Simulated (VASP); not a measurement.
# Al in VASP: single point with PBE

Aim: the single point of Al with PBE.

Program: VASP 6.6.1. These are calculated values, not measurements. Logs are shortened: lines on timing, memory, paths and dates and some standing lists are left out, and cuts for length are marked.

### 1 The cell of the first run

The cell holds a slab with vacuum, 5 atoms: a = 2.857 Å, b = 2.857 Å, c = 23.330 Å, α = 90.00°, β = 90.00°, γ = 120.00°.

### 2 Single point, PBE

Input file INCAR:

```
PREC = Accurate
ENCUT = 500
EDIFF = 1E-6
ISMEAR = -1
SIGMA = 0.1
LREAL = F
LASPH = T
NELM = 120
ALGO = Normal
ISIF = 2
LWAVE = F
LCHARG = F
GGA = PE
NBANDS = 16
GGA_COMPAT = F
```

Input file KPOINTS:

```
regular mesh
0
Gamma
  4 4 1
```

Input file POSCAR:

```
Al
1.0
    2.8567110000      0.0000000000      0.0000000000
   -1.4283560000      2.4739850000      0.0000000000
    0.0000000000      0.0000000000     23.3299800000
Al
5
Direct
    0.0000000000      0.0000000000      0.3000430000
    0.3333330000      0.6666670000      0.4000220000
    0.6666670000      0.3333330000      0.5000000000
    0.0000000000      0.0000000000      0.5999780000
    0.3333330000      0.6666670000      0.6999570000
```

Potentials or basis: VASP PAW PBE potentials, release 64 (Al).

On the command line:

```sh
> cat potpaw_PBE.64/Al/POTCAR > POTCAR
> mpirun -np 1 vasp_std > vasp.out
```

OUTCAR:

```text
PREC = Accurate
   ENCUT = 500
   EDIFF = 1E-6
   ISMEAR = -1
   LREAL = F
   LASPH = T
   NELM = 120
   ISIF = 2
   GGA = PE

 ion  position               nearest neighbor table
   1  0.000  0.000  0.300-   2 2.86   2 2.86   2 2.86
   2  0.333  0.667  0.400-   3 2.86   3 2.86   3 2.86   1 2.86   1 2.86   1 2.86
   3  0.667  0.333  0.500-   2 2.86   4 2.86   2 2.86   4 2.86   4 2.86   2 2.86
   4  0.000  0.000  0.600-   3 2.86   3 2.86   3 2.86   5 2.86   5 2.86   5 2.86
   5  0.333  0.667  0.700-   4 2.86   4 2.86   4 2.86

  LATTYP: Found a hexagonal cell.
 ALAT       =     2.8567110000
 C/A-ratio  =     8.1667274008

  Lattice vectors:

 A1 = (   2.8567110000,   0.0000000000,   0.0000000000)
 A2 = (  -1.4283560000,   2.4739850000,   0.0000000000)
 A3 = (   0.0000000000,   0.0000000000,  23.3299800000)

Analysis of symmetry for initial positions (statically):
=====================================================================
 Subroutine PRICEL returns:
 Original cell was already a primitive cell.

 Routine SETGRP: Setting up the symmetry group for a
 hexagonal supercell.

 Subroutine GETGRP returns: Found 12 space group operations
 (whereof  6 operations were pure point group operations)
 out of a pool of 24 trial point group operations.

The static configuration has the point symmetry C_3v.
 The point group associated with its full space group is D_3d.

Analysis of symmetry for dynamics (positions and initial velocities):
=====================================================================
 Subroutine PRICEL returns:
 Original cell was already a primitive cell.

 Routine SETGRP: Setting up the symmetry group for a
 hexagonal supercell.

 Subroutine GETGRP returns: Found 12 space group operations
 (whereof  6 operations were pure point group operations)
 out of a pool of 24 trial point group operations.

The dynamic configuration has the point symmetry C_3v.
 The point group associated with its full space group is D_3d.

 Subroutine INISYM returns: Found 12 space group operations
 (whereof  6 operations are pure point group operations),
 and found     1 'primitive' translations

----------------------------------------------------------------------------------------

                                     Primitive cell

  volume of cell :     164.8837

  direct lattice vectors                    reciprocal lattice vectors
[... 74 lines left out ...]
   EDIFFG = 0.1E-04   stopping-criterion for IOM
   NSW    =      0    number of steps for IOM
   IBRION =     -1    ionic relax: 0-MD 1-quasi-New 2-CG
   NFREE  =      0    steps in history (QN), initial steepest desc. (CG)
   ISIF   =      2    stress and relaxation
   ISYM   =      2    0-nonsym 1-usesym 2-fastsym
   POTIM  = 0.5000    time-step for ionic-motion
   TEBEG  =    0.0;   TEEND  =   0.0 temperature during run
   PSTRESS=    0.0 pullay stress
   NELECT =      15.0000    total number of electrons
   NUPDOWN=      -1.0000    fix difference up-down
   EMIN   =  10.00;   EMAX   =-10.00  energy-range for DOS
   EFERMI =   0.00;   METHOD = LEGACY
   ISMEAR =    -1;   SIGMA  =   0.10  broadening in eV -4-tet -1-fermi 0-gaus
   EFERMI_NEDOS =   21; number of points for ismear=-14 and -15
   IALGO  =     38    algorithm
   IMIX   =      4    mixing-type and parameters
     AMIX     =   0.40;   BMIX     =  1.00
     AMIX_MAG =   1.60;   BMIX_MAG =  1.00
  volume/ion in A,a.u.               =      32.98       222.54
  Fermi-wavevector in a.u.,A,eV,Ry     =   0.736285  1.391377  7.375932  0.542116
  Thomas-Fermi vector in A             =   1.829687
   LORBIT       =      0    0 simple, 1 ext, 2 COOP (PROOUT), +10 PAW based schemes
   GGA     = PE    functional components
   LHFCALC =     F    Hartree Fock is set to
   AEXX    =    0.0000 exact exchange contribution
   IVDW    =     0    specifies the selected vdW correction
   LEPSILON=     F    determine dielectric tensor
   LRPA    =     F    only Hartree local field effects (RPA)
 non-spin polarized calculation
  energy-cutoff  :      500.00
  volume of cell :      164.88
 maximum number of plane-waves:      4208
 NGX is ok and might be reduce to    24
   NGX = 11   NGY = 11   NGZ = 85

 number of electron      15.0000000 magnetization

 Free energy of the ion-electron system (eV)
  ---------------------------------------------------
  ext. energy  EPLUGINS =         0.00000000
  ---------------------------------------------------
  free energy    TOTEN  =       -17.27403757 eV

  energy without entropy =      -17.10988856  energy(sigma->0) =      -17.19196306

 E-fermi :   2.2108     XC(G=0):  -5.9023

 val. band max:        2.0000501795   @ k =   0.2500   0.2500   0.0000
 cond. band min:       2.2682384058   @ k =   0.2500   0.2500   0.0000
 fundamental gap:      0.2681882263
 Fermi energy:         2.2107774554

 k-point     1 :       0.0000    0.0000    0.0000
  band No.  band energies     occupation
      1      -8.6902      2.00000
      2      -8.0681      2.00000
      3      -7.0230      2.00000
      4      -5.4329      2.00000
      5      -3.5400      2.00000
      6      -1.5137      2.00000
[... 53 lines left out ...]
      3      -2.6178      2.00000
      4      -1.0861      2.00000
      5       0.6258      2.00000
      6       1.4133      1.99931
[... 8 lines left out ...]
     15       5.4070      0.00000
     16       6.5910      0.00000

------------------------ aborting loop because EDIFF is reached ----------------------------------------

  FORCE on cell =-STRESS in cart. coord.  units (eV):
  Direction    XX          YY          ZZ          XY          YZ          ZX
  --------------------------------------------------------------------------------------
  -------------------------------------------------------------------------------------
  Total        0.5872207      0.5872210     -2.5453713     -0.0000001      0.0000000      0.0000000
  in kB        5.7060318      5.7060350    -24.7334095     -0.0000012      0.0000000      0.0000000
  external PRESSURE =      -4.4404476 kB  Pullay stress =       0.0000000 kB

 VOLUME and BASIS-vectors are now :
 -----------------------------------------------------------------------------
  energy-cutoff  :      500.00
  volume of cell :      164.88
      direct lattice vectors                 reciprocal lattice vectors
     2.856711000  0.000000000  0.000000000     0.350052910  0.202103155  0.000000000
    -1.428356000  2.473985000  0.000000000     0.000000000  0.404206169  0.000000000
     0.000000000  0.000000000 23.329980000     0.000000000  0.000000000  0.042863303

 POSITION                                       TOTAL-FORCE (eV/Angst)
 -----------------------------------------------------------------------------------
      0.00000      0.00000      7.00000        -0.000000      0.000000      0.114956
     -0.00000      1.64932      9.33251         0.000000     -0.000000      0.314747
      1.42836      0.82466     11.66499        -0.000000     -0.000000     -0.000000
      0.00000      0.00000     13.99747        -0.000000      0.000000     -0.314747
     -0.00000      1.64932     16.32998         0.000000     -0.000000     -0.114956
 -----------------------------------------------------------------------------------
    total drift:                               -0.000034      0.000020      0.000021

  FREE ENERGIE OF THE ION-ELECTRON SYSTEM (eV)
  ---------------------------------------------------
  free  energy   TOTEN  =       -17.2740375678 eV

  energy  without entropy=      -17.1098885600  energy(sigma->0) =      -17.19196306
```

OSZICAR:

```text
N       E                     dE             d eps       ncg     rms          rms(c)
DAV:   1     0.270396581289E+02    0.27040E+02   -0.44248E+03   128   0.635E+02
DAV:   2    -0.166514207904E+02   -0.43691E+02   -0.39226E+02   192   0.105E+02
DAV:   3    -0.181256063551E+02   -0.14742E+01   -0.14618E+01   168   0.196E+01
[... 12 lines left out ...]
DAV:  16    -0.172738428514E+02   -0.14324E-03   -0.21671E-05   144   0.198E-02    0.494E-03
DAV:  17    -0.172739816022E+02   -0.13875E-03   -0.71683E-06   144   0.887E-03    0.277E-03
DAV:  18    -0.172740202136E+02   -0.38611E-04   -0.22561E-06   136   0.439E-03    0.141E-03
DAV:  19    -0.172740368172E+02   -0.16604E-04   -0.13491E-06   136   0.291E-03    0.722E-04
DAV:  20    -0.172740375678E+02   -0.75063E-06   -0.36979E-08   152   0.940E-04
   1 F= -.17274038E+02 E0= -.17191963E+02  d E =-.164149E+00
```

stdout:

```text
POSCAR found type information on POSCAR Al
 POSCAR found :  1 types and       5 ions
 scaLAPACK will be used
 LDA part: xc-table for (Slater+PW92), standard interpolation
 POSCAR, INCAR and KPOINTS ok, starting setup
 FFT: planning ... GRIDC
 FFT: planning ... GRID_SOFT
 FFT: planning ... GRID
 WAVECAR not read
 entering main loop
```

Wall time 43 s (1 thread of Intel Xeon 8259CL, shared host); peak memory 0.28 GiB.

What came out:

```
Free energy   : -17.2740 eV
Largest force : 0.315 eV/Å
```

Forces on the atoms (eV/Å):
```
Al   0.000  0.000  0.115
Al   0.000  0.000  0.315
Al   0.000  0.000  0.000
Al   0.000  0.000 -0.315
Al   0.000  0.000 -0.115
```

Levels at points of the mesh, in eV from the Fermi level:
| k point | band 4 | band 5 | band 6 | band 7 | band 8 | band 9 | band 10 | band 11 |
| --- | --- | --- | --- | --- | --- | --- | --- | --- |
| (0.00, 0.00, 0.00) | -7.64 | -5.75 | -3.72 | -1.30 | 1.05 | 2.76 | 3.84 | 4.05 |
| (0.50, 0.00, 0.00) | -4.40 | -3.55 | -3.28 | -1.97 | -1.50 | 0.07 | 0.18 | 1.81 |

Caveat: the k points lie up to 0.63 Å⁻¹ apart.
